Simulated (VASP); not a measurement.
# Be3CdF2 (P6/mmm) in VASP: further runs, part 2 of 2

VASP 6.6.1.

## Step 4: Relaxation of cell and atoms, PBE

This run uses another cell than the first one, of 11.28 Å³/atom, 0.900 times its volume.

INCAR

```
SYSTEM = Be3CdF2
PREC = Accurate
ENCUT = 600
EDIFF = 1E-7
ISMEAR = 0
SIGMA = 0.1
LREAL = .False.
LASPH = .True.
NELM = 120
ALGO = Normal
ISIF = 3
LWAVE = .False.
LCHARG = .False.
GGA = PE
IBRION = 2
NSW = 90
EDIFFG = -0.04
GGA_COMPAT = .False.
NELMIN = 4
```

KPOINTS

```
Automatic mesh
0
Gamma
  6 6 6
  0 0 0
```

POSCAR

```
Be3CdF2
1.0
    4.5820159700      0.0000000000      0.0000000000
   -2.2910079900      3.9681422300      0.0000000000
    0.0000000000      0.0000000000      3.7224247500
Be Cd F
3 1 2
Direct
    0.5000000000      0.0000000000      0.5000000000
    0.5000000000      0.5000000000      0.5000000000
    0.0000000000      0.5000000000      0.5000000000
    0.0000000000      0.0000000000      0.0000000000
    0.3333333300      0.6666666700      0.0000000000
    0.6666666700      0.3333333300      0.0000000000
```

Potentials or basis: VASP PAW PBE potentials, release 64 (Be, Cd_sv_GW, F).

Run with:

```console
> cat potpaw_PBE.64/Be/POTCAR potpaw_PBE.64/Cd_sv_GW/POTCAR potpaw_PBE.64/F/POTCAR > POTCAR
> mpirun -np 1 vasp_std > vasp.out
```

OUTCAR:

```text
SYSTEM = Be3CdF2
   PREC = Accurate
   ENCUT = 600
   EDIFF = 1E-7
   ISMEAR = 0
   LREAL = .False.
   LASPH = .True.
   NELM = 120
   ISIF = 3
   GGA = PE
   IBRION = 2
   NSW = 90
   EDIFFG = -0.04
   NELMIN = 4

 ion  position               nearest neighbor table
   1  0.500  0.000  0.500-   3 2.29   3 2.29   2 2.29   2 2.29
   2  0.500  0.500  0.500-   3 2.29   3 2.29   1 2.29   1 2.29
   3  0.000  0.500  0.500-   1 2.29   1 2.29   2 2.29   2 2.29
   4  0.000  0.000  0.000-
   5  0.333  0.667  0.000-
   6  0.667  0.333  0.000-

  LATTYP: Found a hexagonal cell.
 ALAT       =     4.5820159700
 C/A-ratio  =     0.8123989035

  Lattice vectors:

 A1 = (   4.5820159700,   0.0000000000,   0.0000000000)
 A2 = (  -2.2910079900,   3.9681422300,   0.0000000000)
 A3 = (   0.0000000000,   0.0000000000,   3.7224247500)

Analysis of symmetry for initial positions (statically):
[... 308 lines left out ...]

 val. band max:        3.8105062498   @ k =   0.1667   0.1667   0.3333
 cond. band min:       3.8517881320   @ k =   0.1667   0.0000   0.0000
 fundamental gap:      0.0412818822
 Fermi energy:         3.8149859282

 k-point     1 :       0.0000    0.0000    0.0000
  band No.  band energies     occupation
      1     -98.6552      2.00000
      2     -59.8196      2.00000
      3     -59.6865      2.00000
      4     -59.6865      2.00000
      5     -19.5948      2.00000
      6     -18.6581      2.00000
[... 718 lines left out ...]
--------------------------------------- Ionic step       10  -------------------------------------------

 number of electron      40.0000041 magnetization

 Free energy of the ion-electron system (eV)
  ---------------------------------------------------
  ext. energy  EPLUGINS =         0.00000000
  ---------------------------------------------------
  free energy    TOTEN  =       -17.43833221 eV

  energy without entropy =      -17.43226276  energy(sigma->0) =      -17.43529748

 E-fermi :   4.0607     XC(G=0): -10.2124

 val. band max:        3.8239739464   @ k =   0.3333   0.0000   0.5000
 cond. band min:       4.0700347725   @ k =   0.1667   0.1667   0.3333
 fundamental gap:      0.2460608261
 Fermi energy:         4.0607028859

 k-point     1 :       0.0000    0.0000    0.0000
  band No.  band energies     occupation
      1     -98.4505      2.00000
      2     -59.6137      2.00000
      3     -59.4825      2.00000
      4     -59.4825      2.00000
      5     -19.5330      2.00000
      6     -18.5438      2.00000
[... 672 lines left out ...]
  FREE ENERGIE OF THE ION-ELECTRON SYSTEM (eV)
  ---------------------------------------------------
  free  energy   TOTEN  =       -17.4383322076 eV

  energy  without entropy=      -17.4322627568  energy(sigma->0) =      -17.43529748

 reached required accuracy - stopping structural energy minimisation
```

OSZICAR:

```text
N       E                     dE             d eps       ncg     rms          rms(c)
DAV:   1     0.626772273714E+03    0.62677E+03   -0.23270E+04  1376   0.217E+03
DAV:   2     0.701891659084E+02   -0.55658E+03   -0.53921E+03  1416   0.715E+02
DAV:   3    -0.147621845339E+02   -0.84951E+02   -0.83722E+02  2088   0.253E+02
[... 123 lines left out ...]
DAV:   6    -0.174383336017E+02    0.22954E-04   -0.18639E-04  1760   0.142E-01    0.153E-02
DAV:   7    -0.174383346275E+02   -0.10258E-05   -0.24078E-05  1832   0.510E-02    0.109E-02
DAV:   8    -0.174383321416E+02    0.24859E-05   -0.61891E-06  1976   0.326E-02    0.292E-03
DAV:   9    -0.174383322632E+02   -0.12155E-06   -0.56634E-07  1408   0.588E-03    0.199E-03
DAV:  10    -0.174383321200E+02    0.14313E-06   -0.76930E-08   768   0.707E-03    0.399E-04
DAV:  11    -0.174383322076E+02   -0.87615E-07   -0.43377E-08   760   0.262E-03
  10 F= -.17438332E+02 E0= -.17435297E+02  d E =-.124153E-01
```

Wall time 3.9 min (1 thread of Intel Xeon 6975P-C (Granite Rapids), shared host); peak memory 0.26 GiB.

What came out:

| Item | Value |
| --- | --- |
| Free energy | -17.4383 eV |
| Relaxed volume | 12.16 Å³/atom |
| Relaxed cell | a = 4.276 Å, b = 4.276 Å, c = 4.608 Å, α = 90.00°, β = 90.00°, γ = 120.00° |
| Space group after relaxing (to 0.05 Å) | P6/mmm (No. 191) |
| Energy gained by relaxing | 108.7 meV/atom |
| Ionic steps | 10 |
| Pressure after relaxing | 0.0 GPa |
| Band gap on the k mesh | zero (band 20 reaches 5.07 eV, above the bottom of band 21 at 3.46 eV) |

The path:
```tsv
step	energy change (eV)	largest force (eV/Å)	pressure (GPa)	volume (Å³)
1	0.0000	0.0000	5.42	67.68
2	-0.1416	0.0000	0.73	71.47
3	-0.1712	0.0000	-4.18	76.31
4	-0.1790	0.0000	-2.90	74.90
5	-0.3176	0.0000	-3.48	75.14
6	-0.6249	0.0000	-2.58	75.03
7	-0.6257	0.0000	-1.21	74.64
8	-0.6397	0.0000	-2.08	74.90
9	-0.6456	0.0000	1.57	71.62
10	-0.6521	0.0000	-0.03	72.98
```

Final structure:
```xyz
6
Lattice="4.2764 0.0000 0.0000 -2.1382 3.7035 0.0000 0.0000 0.0000 4.6078" Properties=species:S:1:pos:R:3 pbc="T T T"
Be    2.1382    0.0000    2.3039
Be    1.0691    1.8517    2.3039
Be   -1.0691    1.8517    2.3039
Cd    0.0000    0.0000    0.0000
F     0.0000    2.4690    0.0000
F     2.1382    1.2345    0.0000
```

Levels at points of the mesh, in eV from the Fermi level:
```
           k point  band 17  band 18  band 19  band 20  band 21  band 22  band 23  band 24
(0.00, 0.00, 0.00)    -4.14    -4.14    -1.40     1.01     1.01     1.31     1.70     5.71
(0.50, 0.00, 0.00)    -3.56    -3.09    -3.05    -0.99     0.96     2.46     3.90     4.26
(0.00, 0.00, 0.50)    -4.06    -2.86    -2.43    -0.40     1.28     1.28     4.98     4.98
(0.50, 0.00, 0.50)    -3.08    -3.01    -1.81    -0.34     0.94     0.95     1.56     5.45
```

## Step 5: The runs side by side

| task | potentials or basis | cell | cutoff (eV) | second run | gap on the mesh (eV) | pressure (GPa) | relaxed volume (Å³/atom) |
| --- | --- | --- | --- | --- | --- | --- | --- |
| single point | VASP PAW PBE potentials, release 64 (Be, Cd, F) | a = 4.254, b = 4.254, c = 4.797 Å, angles 90.0, 90.0, 120.0°, 6 atoms | 520 | - | none | 0.2 | - |
| relaxation of cell and atoms | VASP PAW PBE potentials, release 64 (Be, Cd, F) | relaxed from a = 4.582, b = 4.582, c = 3.722 Å, angles 90.0, 90.0, 120.0°, 6 atoms | 600 | - | none | 0.0 | 12.25 |
| relaxation of cell and atoms | VASP PAW PBE potentials, release 64 (Be, Cd_sv_GW, F) | relaxed from a = 4.582, b = 4.582, c = 3.722 Å, angles 90.0, 90.0, 120.0°, 6 atoms | 600 | valence_matched | none | 0.0 | 12.16 |

Alike in all rows: level PBE; no spin polarisation; k mesh 6 × 6 × 6; smearing gaussian 0.1 eV.

Total energies depend on the potentials used, so only differences within one code and one set of settings carry meaning.
